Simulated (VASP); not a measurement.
Write the native input for VASP 6.6.1 that does the following.

- Task: single point
- Functional: r2SCAN
- Potentials or basis: VASP PAW PBE potentials, release 64 (Cu)
- Cutoff: 520 eV
- k mesh: 18 × 18 × 18
- Occupations: gaussian, width 0.1 eV
- Spin: no spin polarisation
- Dipole correction: no
- Further INCAR settings: ALGO = Normal; EDIFF = 1e-06; NBANDS = 18

The system is Cu.

```
CELL_PARAMETERS angstrom
2.89538 0.00000 0.00000
0.00000 2.89538 0.00000
0.00000 0.00000 2.68386
ATOMIC_POSITIONS crystal
Cu 0.00000 0.00000 0.00000
Cu 0.50000 0.50000 0.50000
```

This cell differs from its parent crystal: strain along c alone, the other axes held: -2.0 %.

The input as run:

POSCAR

```
Cu
1.0
    2.8953822153      0.0000000000      0.0000000000
    0.0000000000      2.8953822153      0.0000000000
    0.0000000000      0.0000000000      2.6838554875
Cu
2
Direct
    0.0000000000      0.0000000000      0.0000000000
    0.5000000000      0.5000000000      0.5000000000
```

INCAR.step1

```
SYSTEM = Cu
ALGO = Normal
EDIFF = 1E-4
ENCUT = 520
GGA = PE
ISMEAR = 0
LASPH = .True.
LCHARG = .False.
LREAL = .False.
LWAVE = .True.
NBANDS = 18
NELM = 60
PREC = Accurate
SIGMA = 0.1
```

INCAR.step2

```
SYSTEM = Cu
ALGO = Normal
EDIFF = 1E-6
ENCUT = 520
ISIF = 2
ISMEAR = 0
ISTART = 1
LASPH = .True.
LCHARG = .False.
LMIXTAU = .True.
LREAL = .False.
LWAVE = .False.
METAGGA = R2SCAN
NBANDS = 18
NELM = 60
PREC = Accurate
SIGMA = 0.1
```

KPOINTS

```
k-points
0
Gamma
  18 18 18
  0 0 0
```

Potentials or basis: VASP PAW PBE potentials, release 64 (Cu).

Run with:

```sh
$ cat potpaw_PBE.64/Cu/POTCAR > POTCAR
$ cp INCAR.step1 INCAR
$ mpirun -np 1 vasp_std > vasp.out
$ cp INCAR.step2 INCAR
$ mpirun -np 1 vasp_std > vasp.out
```

It gave:

| Quantity | Value |
| --- | --- |
| Pressure | 4.2 GPa |
| Band gap on the k mesh | zero (bands 11 and 12 overlap by 8.19 eV) |

Caveat: the cell differs from its parent crystal (strain along c alone, the other axes held: -2.0 %); the cell stands under pressure; the PAW data sets were made with another functional, which shifts forces and pressure a little.

Wall time 6.1 min on 1 thread of Intel(R) Xeon(R) Platinum 8488C (Sapphire Rapids), with other jobs on the host, peak memory 0.28 GiB.
